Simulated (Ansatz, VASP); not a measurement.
**TiN: VASP beside Ansatz**

```
Ti N
1.0
     3.00328    0.00000    0.00000
     0.00000    3.00328    0.00000
     0.00000    0.00000   20.24730
Ti N
3 3
Direct
  0.25000 0.25000 0.39512
  0.75000 0.75000 0.50000
  0.25000 0.25000 0.60488
  0.75000 0.75000 0.39512
  0.25000 0.25000 0.50000
  0.75000 0.75000 0.60488
```

Alike in both runs: task single point; functional PBE; k mesh 12 × 12 × 1; no spin polarisation.

```csv
,VASP,Ansatz
version,VASP 6.6.1,Ansatz 0.2.0
potentials or method,"VASP PAW PBE potentials, release 64 (Ti_sv, N)","PAW with Ansatz's default frozen-core files, scalar-relativistic"
plane-wave cutoff (eV),520,420
occupations,tetrahedron,tetrahedron-uncorrected
valence electrons in the cell,51,51
```

VASP gave:

| Property | Result |
| --- | --- |
| gap on the k mesh at the Fermi level (eV) | none |
| rms of the force components (eV/Å) | 0.687 |

Q: Estimate Ansatz's values.

A: gap on the k mesh at the Fermi level (eV): none; rms of the force components (eV/Å): 0.689.

A gap of «none» marks a metal or a gap that the smearing closes. Ansatz's warnings: band table not solved further.
